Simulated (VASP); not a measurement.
# KI (I4/mmm) in VASP: a series of runs, part 2 of 2

VASP 6.6.1. The steps go on from the part before.

## Step 3: Single point, PBE (strain +0.080 along x and y, +0.000 along z)

Input file INCAR:

```
SYSTEM = KI
PREC     = Accurate       ! precision mode
ENCUT    = 520            ! plane-wave cutoff, eV
EDIFF    = 1E-6           ! SCF threshold, eV
ISMEAR   = 0              ! smearing method
SIGMA    = 0.05           ! smearing width, eV
LREAL    = .FALSE.        ! projectors in reciprocal space
LASPH    = .TRUE.         ! aspherical terms in the spheres
NELM     = 100            ! most SCF steps
ALGO     = Normal         ! electronic algorithm
ISIF     = 2              ! what is computed and relaxed
LWAVE    = .FALSE.        ! write WAVECAR
LCHARG   = .FALSE.        ! write CHGCAR
GGA      = PE             ! functional
NBANDS   = 15             ! bands
```

Input file KPOINTS:

```
Automatic mesh
0
G
  6 6 6
  0 0 0
```

Input file POSCAR:

```
KI
1.0
    0.0000000000      3.8065140000      3.5245500000
    3.8065140000      0.0000000000      3.5245500000
    3.8065140000      3.8065140000      0.0000000000
K I
1 1
Direct
    0.0000000000      0.0000000000      0.0000000000
    0.5000000000      0.5000000000      0.5000000000
```

Potentials or basis: VASP PAW PBE potentials, release 64 (K_sv, I).

Run with:

```sh
$ cat potpaw_PBE.64/K_sv/POTCAR potpaw_PBE.64/I/POTCAR > POTCAR
$ mpirun -np 1 vasp_std > vasp.out
```

OUTCAR:

```text
SYSTEM = KI
   PREC = Accurate
   ENCUT = 520
   EDIFF = 1E-6
   ISMEAR = 0
   LREAL = .FALSE.
   LASPH = .TRUE.
   NELM = 100
   ISIF = 2
   GGA = PE

 ion  position               nearest neighbor table
   1  0.000  0.000  0.000-   2 3.52   2 3.52
   2  0.500  0.500  0.500-   1 3.52   1 3.52

  LATTYP: Found a body centered tetragonal cell.
 ALAT       =     5.3832237242
 C/A-ratio  =     1.3094570022

  Lattice vectors:

 A1 = (   0.0000000000,  -3.8065140000,  -3.5245500000)
 A2 = (   0.0000000000,   3.8065140000,  -3.5245500000)
 A3 = (   3.8065140000,   0.0000000000,   3.5245500000)

Analysis of symmetry for initial positions (statically):
=====================================================================
 Subroutine PRICEL returns:
 Original cell was already a primitive cell.

 Routine SETGRP: Setting up the symmetry group for a
 body centered tetragonal supercell.

 Subroutine GETGRP returns: Found 16 space group operations
 (whereof 16 operations were pure point group operations)
 out of a pool of 16 trial point group operations.

The static configuration has the point symmetry D_4h.

Analysis of symmetry for dynamics (positions and initial velocities):
=====================================================================
 Subroutine PRICEL returns:
 Original cell was already a primitive cell.

 Routine SETGRP: Setting up the symmetry group for a
 body centered tetragonal supercell.

 Subroutine GETGRP returns: Found 16 space group operations
 (whereof 16 operations were pure point group operations)
 out of a pool of 16 trial point group operations.

The dynamic configuration has the point symmetry D_4h.

 Subroutine INISYM returns: Found 16 space group operations
 (whereof 16 operations are pure point group operations),
 and found     1 'primitive' translations

----------------------------------------------------------------------------------------

                                     Primitive cell

  volume of cell :     102.1383

  direct lattice vectors                    reciprocal lattice vectors
     0.000000000  3.806514000  3.524550000    -0.131353779  0.131353779  0.141862082
     3.806514000  0.000000000  3.524550000     0.131353779 -0.131353779  0.141862082
     3.806514000  3.806514000  0.000000000     0.131353779  0.131353779 -0.141862082

  length of vectors
     5.187677856  5.187677856  5.383223724     0.233735921  0.233735921  0.233735921

  position of ions in fractional coordinates (direct lattice)
     0.000000000  0.000000000  0.000000000
     0.500000000  0.500000000  0.500000000

  ion indices of the primitive-cell ions
   primitive index   ion index
                 1           1
                 2           2

----------------------------------------------------------------------------------------

 KPOINTS: Automatic mesh

Automatic generation of k-mesh.
 Grid dimensions read from file:
 generate k-points for:    6    6    6

 Generating k-lattice:

  Cartesian coordinates                     Fractional coordinates (reciprocal lattice)
    -0.021892297  0.021892297  0.023643680     0.166666667  0.000000000  0.000000000
     0.021892297 -0.021892297  0.023643680     0.000000000  0.166666667  0.000000000
     0.021892297  0.021892297 -0.023643680     0.000000000  0.000000000  0.166666667

  Length of vectors
     0.038955987  0.038955987  0.038955987

  Shift w.r.t. Gamma in fractional coordinates (k-lattice)
     0.000000000  0.000000000  0.000000000

 Subroutine IBZKPT returns following result:
 ===========================================

 Found     30 irreducible k-points:

 Following reciprocal coordinates:
            Coordinates               Weight
  0.000000  0.000000  0.000000      1.000000
  0.166667  0.000000  0.000000      8.000000
  0.333333 -0.000000  0.000000      8.000000
  0.500000  0.000000  0.000000      4.000000
  0.166667  0.166667  0.000000      2.000000
  0.333333  0.166667  0.000000      8.000000
[... 16 lines left out ...]
  0.333333  0.000000  0.333333      4.000000
  0.500000  0.000000  0.333333     16.000000
 [... further k-points ...]
   k-points           NKPTS =     30   k-points in BZ     NKDIM =     30   number of bands    NBANDS=     15
   number of dos      NEDOS =    301   number of ions     NIONS =      2
   total plane-waves  NPLWV =  64000
   dimension x,y,z NGX =    40 NGY =   40 NGZ =   40
   dimension x,y,z NGXF=    80 NGYF=   80 NGZF=   80
   ions per type =               1   1
   NGX,Y,Z   is equivalent  to a cutoff of  12.82, 12.82, 12.35 a.u.
   NGXF,Y,Z  is equivalent  to a cutoff of  25.64, 25.64, 24.71 a.u.
 SYSTEM =  KI
   PREC   = accura    normal or accurate (medium, high low for compatibility)
   ISTART =      0    job   : 0-new  1-cont  2-samecut
   ICHARG =      2    charge: 1-file 2-atom 10-const
   ISPIN  =      1    spin polarized calculation?
   LNONCOLLINEAR =      F non collinear calculations
   LSORBIT =      F    spin-orbit coupling
   LASPH  =      T    aspherical Exc in radial PAW
   ENCUT  =  520.0 eV  38.22 Ry    6.18 a.u.   9.65  9.65 10.01*2*pi/ulx,y,z
   NELM   =    100;   NELMIN=  2; NELMDL= -5     # of ELM steps
   EDIFF  = 0.1E-05   stopping-criterion for ELM
   LREAL  =      F    real-space projection
   EDIFFG = 0.1E-04   stopping-criterion for IOM
   NSW    =      0    number of steps for IOM
   IBRION =     -1    ionic relax: 0-MD 1-quasi-New 2-CG
   NFREE  =      0    steps in history (QN), initial steepest desc. (CG)
   ISIF   =      2    stress and relaxation
   ISYM   =      2    0-nonsym 1-usesym 2-fastsym
   POTIM  = 0.5000    time-step for ionic-motion
   TEBEG  =    0.0;   TEEND  =   0.0 temperature during run
   PSTRESS=    0.0 pullay stress
   NELECT =      16.0000    total number of electrons
   NUPDOWN=      -1.0000    fix difference up-down
   EMIN   =  10.00;   EMAX   =-10.00  energy-range for DOS
   EFERMI =   0.00;   METHOD = LEGACY
   ISMEAR =     0;   SIGMA  =   0.05  broadening in eV -4-tet -1-fermi 0-gaus
   EFERMI_NEDOS =   21; number of points for ismear=-14 and -15
   IALGO  =     38    algorithm
   IMIX   =      4    mixing-type and parameters
     AMIX     =   0.40;   BMIX     =  1.00
     AMIX_MAG =   1.60;   BMIX_MAG =  1.00
  volume/ion in A,a.u.               =      51.07       344.63
  Fermi-wavevector in a.u.,A,eV,Ry     =   0.882508  1.667698 10.596494  0.778820
  Thomas-Fermi vector in A             =   2.003149
   LORBIT       =      0    0 simple, 1 ext, 2 COOP (PROOUT), +10 PAW based schemes
   GGA     = PE    functional components
   LHFCALC =     F    Hartree Fock is set to
   AEXX    =    0.0000 exact exchange contribution
   IVDW    =     0    specifies the selected vdW correction
   LEPSILON=     F    determine dielectric tensor
   LRPA    =     F    only Hartree local field effects (RPA)
 non-spin polarized calculation
 Gauss-broadening in eV      SIGMA  =   0.05
  energy-cutoff  :      520.00
  volume of cell :      102.14
 maximum number of plane-waves:      2770
 NGX is ok and might be reduce to    40
   NGX = 19   NGY = 19   NGZ = 21

 number of electron      15.9999999 magnetization

 Free energy of the ion-electron system (eV)
  ---------------------------------------------------
  ext. energy  EPLUGINS =         0.00000000
  ---------------------------------------------------
  free energy    TOTEN  =        -5.52400842 eV

  energy without entropy =       -5.52400842  energy(sigma->0) =       -5.52400842

 E-fermi :  -0.8311     XC(G=0):  -6.6135

 val. band max:       -1.0960730882   @ k =   0.0000   0.0000   0.0000
 cond. band min:       2.5505308291   @ k =   0.0000   0.0000   0.0000
 fundamental gap:      3.6466039173
 Fermi energy:        -0.8310681754

 k-point     1 :       0.0000    0.0000    0.0000
  band No.  band energies     occupation
      1     -29.8803      2.00000
      2     -13.3575      2.00000
      3     -13.3575      2.00000
      4     -13.3484      2.00000
      5     -11.4217      2.00000
      6      -1.1164      2.00000
      7      -1.0961      2.00000
      8      -1.0961      2.00000
      9       2.5505      0.00000
     10       5.2911      0.00000
     11       5.2911      0.00000
     12       5.7003      0.00000
     13       5.9002      0.00000
     14       6.1949      0.00000
     15       8.5093      0.00000
[... 397 lines left out ...]
 k-point    24 :       0.5000    0.0000    0.3333
  band No.  band energies     occupation
      1     -29.8793      2.00000
      2     -13.3828      2.00000
      3     -13.3680      2.00000
      4     -13.3597      2.00000
      5     -11.3198      2.00000
      6      -1.8551      2.00000
      7      -1.5098      2.00000
      8      -1.3424      2.00000
      9       4.3488      0.00000
     10       4.7316      0.00000
     11       6.1546      0.00000
     12       6.8714      0.00000
     13       7.2416      0.00000
     14       7.8662      0.00000
     15       8.0846      0.00000

 [... further k-points ...]
[... 5 lines left out ...]
  --------------------------------------------------------------------------------------
  -------------------------------------------------------------------------------------
  Total       -0.6443194     -0.6443194      0.0341667      0.0000000      0.0000000      0.0000000
  in kB      -10.1070237    -10.1070237      0.5359510      0.0000000      0.0000000      0.0000000
  external PRESSURE =      -6.5593655 kB  Pullay stress =       0.0000000 kB

 VOLUME and BASIS-vectors are now :
 -----------------------------------------------------------------------------
  energy-cutoff  :      520.00
  volume of cell :      102.14
      direct lattice vectors                 reciprocal lattice vectors
     0.000000000  3.806514000  3.524550000    -0.131353779  0.131353779  0.141862082
     3.806514000  0.000000000  3.524550000     0.131353779 -0.131353779  0.141862082
     3.806514000  3.806514000  0.000000000     0.131353779  0.131353779 -0.141862082

 POSITION                                       TOTAL-FORCE (eV/Angst)
 -----------------------------------------------------------------------------------
      0.00000      0.00000      0.00000         0.000000      0.000000      0.000000
      3.80651      3.80651      3.52455         0.000000      0.000000      0.000000
 -----------------------------------------------------------------------------------
    total drift:                                0.000000     -0.000000     -0.000000

  FREE ENERGIE OF THE ION-ELECTRON SYSTEM (eV)
  ---------------------------------------------------
  free  energy   TOTEN  =        -5.5240084236 eV

  energy  without entropy=       -5.5240084236  energy(sigma->0) =       -5.52400842
```

It took 47 s on 1 thread of Intel Xeon Platinum 8488C (Sapphire Rapids), shared host; peak memory 0.25 GiB.

Results:

```yaml
Free_energy: -5.5240 eV
Pressure: -0.7 GPa
Band_gap_on_the_k_mesh: 3.65 eV, direct
```

Caveat: the cell differs from its parent crystal (strain +0.080 along x and y, +0.000 along z); spin-orbit coupling is left out, which moves the levels of the heavy elements.
